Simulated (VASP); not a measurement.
# KTaO3 (Pm-3m) in VASP: further runs, part 2 of 2

VASP 6.6.1. Earlier steps stand in the parts before.

### Step 5. Single point, PBE, non-collinear spin, zero start, spin-orbit coupling

Contents of INCAR:

```
  PREC = Accurate
  ENCUT = 520
  EDIFF = 1E-7
  ISMEAR = -1
  SIGMA = 0.05
  LREAL = False
  LASPH = True
  NELM = 150
  ALGO = Normal
  ISIF = 2
  LWAVE = False
  LCHARG = False
  LNONCOLLINEAR = True
  MAGMOM = 0 0 0 0 0 0 0 0 0 0 0 0 0 0 0
  LORBIT = 11
  LSORBIT = True
  GGA_COMPAT = False
  LORBMOM = True
  LMAXMIX = 4
  GGA = PE
  NBANDS = 53
```

Contents of KPOINTS:

```
regular mesh
0
Gamma
  5 5 5
```

Contents of POSCAR:

```
KTaO3
1.0
    3.9883000000      0.0000000000      0.0000000000
    0.0000000000      3.9883000000      0.0000000000
    0.0000000000      0.0000000000      3.9883000000
Ta K O
1 1 3
Direct
    0.0000000000      0.0000000000      0.0000000000
    0.5000000000      0.5000000000      0.5000000000
    0.0000000000      0.0000000000      0.5000000000
    0.0000000000      0.5000000000      0.0000000000
    0.5000000000      0.0000000000      0.0000000000
```

Potentials or basis: VASP PAW PBE potentials, release 64 (Ta_pv, K_sv, O).

On the command line:

```console
$ cat potpaw_PBE.64/Ta_pv/POTCAR potpaw_PBE.64/K_sv/POTCAR potpaw_PBE.64/O/POTCAR > POTCAR
$ mpirun -np 1 vasp_ncl > vasp.out
```

OUTCAR:

```text
PREC = Accurate
   ENCUT = 520
   EDIFF = 1E-7
   ISMEAR = -1
   LREAL = False
   LASPH = True
   NELM = 150
   ISIF = 2
   LNONCOLLINEAR = True
   LORBIT = 11
   LSORBIT = True
   GGA = PE

 ion  position               nearest neighbor table
   1  0.000  0.000  0.000-   3 1.99   4 1.99   5 1.99   3 1.99   4 1.99   5 1.99   2 3.45   2 3.45
                             2 3.45   2 3.45   2 3.45   2 3.45   2 3.45   2 3.45
   2  0.500  0.500  0.500-   3 2.82   4 2.82   5 2.82   4 2.82   5 2.82   3 2.82   5 2.82   5 2.82
                             3 2.82   4 2.82   4 2.82   3 2.82   1 3.45   1 3.45   1 3.45   1 3.45
   3  0.000  0.000  0.500-   1 1.99   1 1.99   2 2.82   2 2.82   2 2.82   2 2.82
   4  0.000  0.500  0.000-   1 1.99   1 1.99   2 2.82   2 2.82   2 2.82   2 2.82
   5  0.500  0.000  0.000-   1 1.99   1 1.99   2 2.82   2 2.82   2 2.82   2 2.82

  LATTYP: Found a simple cubic cell.
 ALAT       =     3.9883000000

  Lattice vectors:

 A1 = (   3.9883000000,   0.0000000000,   0.0000000000)
 A2 = (   0.0000000000,   3.9883000000,   0.0000000000)
 A3 = (   0.0000000000,   0.0000000000,   3.9883000000)

Analysis of symmetry for initial positions (statically):
[... 807 lines left out ...]
     0.0000000     0.0000000     0.0000000     0.0000000     0.0000000     0.0000000     0.0000000
[... 69 lines left out ...]
 l=   2
     0.0000000     0.0000000     0.0000000     0.0000000     0.0000000
     0.0000000     0.0000000     0.0000000     0.0000000     0.0000000
     0.0000000     0.0000000     0.0000000     0.0000000     0.0000000
     0.0000000     0.0000000     0.0000000     0.0000000     0.0000000
     0.0000000     0.0000000     0.0000000     0.0000000     0.0000000
 l=   3
     0.0000000     0.0000000     0.0000000     0.0000000     0.0000000     0.0000000     0.0000000
     0.0000000     0.0000000     0.0000000     0.0000000     0.0000000     0.0000000     0.0000000
     0.0000000     0.0000000     0.0000000     0.0000000     0.0000000     0.0000000     0.0000000
     0.0000000     0.0000000     0.0000000     0.0000000     0.0000000     0.0000000     0.0000000
     0.0000000     0.0000000     0.0000000     0.0000000     0.0000000     0.0000000     0.0000000
     0.0000000     0.0000000     0.0000000     0.0000000     0.0000000     0.0000000     0.0000000
     0.0000000     0.0000000     0.0000000     0.0000000     0.0000000     0.0000000     0.0000000

 total charge

# of ion       s       p       d       tot
------------------------------------------
    1        0.348   6.358   2.064   8.770
    2        1.962   5.608   0.048   7.618
    3        1.563   3.522   0.000   5.085
    4        1.563   3.522   0.000   5.085
    5        1.563   3.522   0.000   5.085
--------------------------------------------------
tot          6.999  22.531   2.112  31.642

 magnetization (x)

# of ion       s       p       d       tot
------------------------------------------
    1        0.000   0.000  -0.000   0.000
    2       -0.000  -0.000  -0.000  -0.000
    3       -0.000   0.000   0.000  -0.000
    4        0.000  -0.000   0.000   0.000
    5        0.000   0.000   0.000   0.000
--------------------------------------------------
tot          0.000  -0.000  -0.000  -0.000

 magnetization (y)

# of ion       s       p       d       tot
------------------------------------------
    1        0.000  -0.000   0.000   0.000
    2       -0.000  -0.000  -0.000  -0.000
    3        0.000  -0.000   0.000  -0.000
    4        0.000  -0.000   0.000  -0.000
    5       -0.000   0.000   0.000   0.000
--------------------------------------------------
tot          0.000  -0.000  -0.000  -0.000

 magnetization (z)

# of ion       s       p       d       tot
------------------------------------------
    1        0.000   0.000   0.000   0.000
    2        0.000  -0.000  -0.000  -0.000
    3        0.000   0.000   0.000   0.000
    4       -0.000  -0.000   0.000  -0.000
    5       -0.000   0.000   0.000  -0.000
--------------------------------------------------
tot          0.000  -0.000  -0.000  -0.000
```

OSZICAR:

```text
N       E                     dE             d eps       ncg     rms          rms(c)
DAV:   1     0.349175782602E+03    0.34918E+03   -0.20455E+04  1060   0.145E+03
DAV:   2    -0.224252670575E+02   -0.37160E+03   -0.35672E+03  1259   0.428E+02
DAV:   3    -0.491167916706E+02   -0.26692E+02   -0.26484E+02  1352   0.113E+02
DAV:   4    -0.501994381279E+02   -0.10826E+01   -0.10799E+01  1704   0.171E+01
DAV:   5    -0.502262825417E+02   -0.26844E-01   -0.26838E-01  1432   0.215E+00    0.360E+01
DAV:   6    -0.418284662798E+02    0.83978E+01   -0.34072E+01  1340   0.413E+01    0.136E+01
DAV:   7    -0.416941343815E+02    0.13433E+00   -0.19232E+00  1302   0.906E+00    0.963E+00
DAV:   8    -0.416488027413E+02    0.45332E-01   -0.39469E-01  1299   0.534E+00    0.287E+00
DAV:   9    -0.416320052735E+02    0.16797E-01   -0.35002E-02  1240   0.151E+00    0.464E-01
DAV:  10    -0.416306219823E+02    0.13833E-02   -0.69440E-03  1448   0.512E-01    0.206E-01
DAV:  11    -0.416307258255E+02   -0.10384E-03   -0.15373E-03  1385   0.281E-01    0.411E-02
DAV:  12    -0.416307299666E+02   -0.41411E-05   -0.22696E-04  1318   0.103E-01    0.207E-02
DAV:  13    -0.416307486580E+02   -0.18691E-04   -0.26233E-05  1342   0.374E-02    0.727E-03
DAV:  14    -0.416307493549E+02   -0.69684E-06   -0.11472E-06  1472   0.735E-03    0.340E-03
DAV:  15    -0.416307492649E+02    0.89940E-07   -0.58620E-08   915   0.181E-03
   1 F= -.41630749E+02 E0= -.41630749E+02  d E =-.164720E-09  mag=    -0.0000     0.0000    -0.0000
```

stdout:

```text
POSCAR found type information on POSCAR TaK O
 POSCAR found :  3 types and       5 ions
 scaLAPACK will be used
 LDA part: xc-table for (Slater+PW92), standard interpolation
 POSCAR, INCAR and KPOINTS ok, starting setup
 FFT: planning ... GRIDC
 FFT: planning ... GRID_SOFT
 FFT: planning ... GRID
 WAVECAR not read
 entering main loop
```

Wall time 41 s (1 thread of Intel Xeon 6975P-C (Granite Rapids), shared host); peak memory 0.3 GiB.

Results:

| Item | Value |
| --- | --- |
| Free energy | -41.6307 eV |
| Pressure | 6.3 GPa |
| Net moment | 0.00 μB per cell |
| Valence electrons inside the program's atomic spheres | Ta 8.77; K 7.62; O 5.08 |

Moments on the atoms (μB; x, y, z):
```
Ta  0.00 0.00 0.00
K   0.00 0.00 0.00
O   0.00 0.00 0.00
O   0.00 0.00 0.00
O   0.00 0.00 0.00
```

### Step 6. Single point, PBEsol, non-collinear spin, zero start, spin-orbit coupling

Contents of INCAR:

```
  PREC = Accurate
  ENCUT = 520
  EDIFF = 1E-6
  ISMEAR = -1
  SIGMA = 0.05
  LREAL = F
  LASPH = T
  NELM = 150
  ALGO = Normal
  ISIF = 2
  LWAVE = F
  LCHARG = F
  MAGMOM = 0 0 0 0 0 0 0 0 0 0 0 0 0 0 0
  LORBIT = 11
  LSORBIT = T
  GGA_COMPAT = F
  LORBMOM = T
  LMAXMIX = 4
  GGA = PS
  NBANDS = 53
```

KPOINTS is that of step 5.

POSCAR is that of step 5.

Potentials or basis: VASP PAW PBE potentials, release 64 (Ta_pv, K_sv, O).

On the command line:

```console
$ cat potpaw_PBE.64/Ta_pv/POTCAR potpaw_PBE.64/K_sv/POTCAR potpaw_PBE.64/O/POTCAR > POTCAR
$ mpirun -np 1 vasp_ncl > vasp.out
```

OUTCAR:

```text
PREC = Accurate
   ENCUT = 520
   EDIFF = 1E-6
   ISMEAR = -1
   LREAL = F
   LASPH = T
   NELM = 150
   ISIF = 2
   LORBIT = 11
   LSORBIT = T
   GGA = PS

 ion  position               nearest neighbor table
   1  0.000  0.000  0.000-   3 1.99   4 1.99   5 1.99   3 1.99   4 1.99   5 1.99   2 3.45   2 3.45
                             2 3.45   2 3.45   2 3.45   2 3.45   2 3.45   2 3.45
   2  0.500  0.500  0.500-   3 2.82   4 2.82   5 2.82   4 2.82   5 2.82   3 2.82   5 2.82   5 2.82
                             3 2.82   4 2.82   4 2.82   3 2.82   1 3.45   1 3.45   1 3.45   1 3.45
   3  0.000  0.000  0.500-   1 1.99   1 1.99   2 2.82   2 2.82   2 2.82   2 2.82
   4  0.000  0.500  0.000-   1 1.99   1 1.99   2 2.82   2 2.82   2 2.82   2 2.82
   5  0.500  0.000  0.000-   1 1.99   1 1.99   2 2.82   2 2.82   2 2.82   2 2.82

  LATTYP: Found a simple cubic cell.
 ALAT       =     3.9883000000

  Lattice vectors:

 A1 = (   3.9883000000,   0.0000000000,   0.0000000000)
 A2 = (   0.0000000000,   3.9883000000,   0.0000000000)
 A3 = (   0.0000000000,   0.0000000000,   3.9883000000)

Analysis of symmetry for initial positions (statically):
=====================================================================
 Subroutine PRICEL returns:
[... 877 lines left out ...]
 l=   2
     0.0000000     0.0000000     0.0000000     0.0000000     0.0000000
     0.0000000     0.0000000     0.0000000     0.0000000     0.0000000
     0.0000000     0.0000000     0.0000000     0.0000000     0.0000000
     0.0000000     0.0000000     0.0000000     0.0000000     0.0000000
     0.0000000     0.0000000     0.0000000     0.0000000     0.0000000
 l=   3
     0.0000000     0.0000000     0.0000000     0.0000000     0.0000000     0.0000000     0.0000000
     0.0000000     0.0000000     0.0000000     0.0000000     0.0000000     0.0000000     0.0000000
     0.0000000     0.0000000     0.0000000     0.0000000     0.0000000     0.0000000     0.0000000
     0.0000000     0.0000000     0.0000000     0.0000000     0.0000000     0.0000000     0.0000000
     0.0000000     0.0000000     0.0000000     0.0000000     0.0000000     0.0000000     0.0000000
     0.0000000     0.0000000     0.0000000     0.0000000     0.0000000     0.0000000     0.0000000
     0.0000000     0.0000000     0.0000000     0.0000000     0.0000000     0.0000000     0.0000000

 total charge

# of ion       s       p       d       tot
------------------------------------------
    1        0.348   6.362   2.080   8.790
    2        1.960   5.587   0.049   7.596
    3        1.558   3.500   0.000   5.058
    4        1.558   3.500   0.000   5.058
    5        1.558   3.500   0.000   5.058
--------------------------------------------------
tot          6.982  22.448   2.129  31.559

 magnetization (x)

# of ion       s       p       d       tot
------------------------------------------
    1        0.000  -0.000   0.000  -0.000
    2        0.000   0.000   0.000   0.000
    3        0.000   0.000   0.000   0.000
    4       -0.000   0.000   0.000  -0.000
    5        0.000   0.000   0.000   0.000
--------------------------------------------------
tot         -0.000   0.000   0.000   0.000

 magnetization (y)

# of ion       s       p       d       tot
------------------------------------------
    1       -0.000  -0.000   0.000  -0.000
    2       -0.000  -0.000  -0.000  -0.000
    3       -0.000  -0.000   0.000  -0.000
    4       -0.000   0.000   0.000  -0.000
    5        0.000  -0.000   0.000  -0.000
--------------------------------------------------
tot         -0.000  -0.000   0.000  -0.000

 magnetization (z)

# of ion       s       p       d       tot
------------------------------------------
    1       -0.000  -0.000   0.000  -0.000
    2        0.000   0.000   0.000   0.000
    3        0.000   0.000   0.000   0.000
    4        0.000   0.000   0.000   0.000
    5       -0.000  -0.000   0.000  -0.000
--------------------------------------------------
tot         -0.000   0.000   0.000  -0.000
```

Run time: 39 s. Hardware: 1 thread of Intel Xeon 6975P-C (Granite Rapids), shared host; peak memory 0.3 GiB.

Results:

- Free energy: -43.5249 eV
- Pressure: 0.5 GPa
- Net moment: 0.00 μB per cell
- Valence electrons inside the program's atomic spheres: Ta 8.79; K 7.60; O 5.06

Moments on the atoms (μB; x, y, z):
```
Ta  0.00 0.00 0.00
K   0.00 0.00 0.00
O   0.00 0.00 0.00
O   0.00 0.00 0.00
O   0.00 0.00 0.00
```

Caveat: the PAW data sets were made with another functional, which shifts forces and pressure a little.

### Step 7. Summary

| task | level | spin | cell | k mesh | cutoff (eV) | gap on the mesh (eV) | pressure (GPa) | moment (μB) |
| --- | --- | --- | --- | --- | --- | --- | --- | --- |
| single point | RPBE | off | a = 3.988 Å, 5 atoms | 7 × 7 × 7 | 520 | 2.29 | 10.4 | - |
| single point | RPBE | off | a = 4.055 Å, 5 atoms | 7 × 7 × 7 | 520 | 2.17 | 0.5 | - |
| relaxation of cell and atoms | RPBE | off | relaxed from a = 3.988 Å, 5 atoms | 7 × 7 × 7 | 600 | 2.16 | -0.1 | - |
| single point | PBE | non-collinear, zero start, SOC | a = 3.988 Å, 5 atoms | 5 × 5 × 5 | 520 | - | 6.3 | 0.00 |
| single point | PBEsol | non-collinear, zero start, SOC | a = 3.988 Å, 5 atoms | 5 × 5 × 5 | 520 | - | 0.5 | 0.00 |

Alike in all rows: potentials or basis VASP PAW PBE potentials, release 64 (Ta_pv, K_sv, O); smearing fermi-dirac 0.05 eV.

The pressure there spans 0.5 GPa (PBEsol) to 10.4 GPa (RPBE); a positive pressure means that this level wants a larger cell, a negative one a smaller.

Caveats: the PAW data sets were made with another functional, which shifts forces and pressure a little (some runs); spin-orbit coupling is left out, which moves the levels of the heavy elements (some runs).

Total energies depend on the potentials used, so only differences within one code and one set of settings carry meaning.
